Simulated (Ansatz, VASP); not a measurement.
**WS2: VASP beside Ansatz**

```
W S
1.0
     3.12689    0.00000    0.00000
    -1.56345    2.70797    0.00000
     0.00000    0.00000   12.14977
W S
2 4
Cartesian
  0.0000 1.8053 3.0374
  1.5634 0.9027 9.1123
  0.0000 1.8053 7.5502
  1.5634 0.9027 1.4754
  0.0000 1.8053 10.6744
  1.5634 0.9027 4.5995
```

Alike in both runs: functional LDA; k mesh 12 × 12 × 4; occupations gaussian, width 0.02 eV; no spin polarisation.

Ansatz relaxed the structure, and its values are those at the end. VASP's run is a single point on that final structure, the one shown.

|  | VASP | Ansatz |
| --- | --- | --- |
| version | VASP 6.6.1 | Ansatz 0.2.0 |
| potentials or method | VASP PAW LDA potentials, release 64 (W_sv, S), cutoff 520 eV | scalar-relativistic, plane waves, PAW |
| valence electrons in the cell | 52 | 52 |

Ansatz gave:

```
gap on the k mesh at the Fermi level (eV) : 0.84
least direct gap on the mesh (eV)         : 1.88
pressure (GPa)                            : 0.0
rms of the force components (eV/Å)        : 0.001
```

Problem. What did VASP give for the same quantities?

Solution. gap on the k mesh at the Fermi level (eV): 0.85; least direct gap on the mesh (eV): 1.89; pressure (GPa): 0.4; rms of the force components (eV/Å): 0.021.

LDA's correlation is that of Perdew and Zunger in VASP and of Perdew and Wang (1992) in Ansatz.

Neither program's run includes spin-orbit coupling.
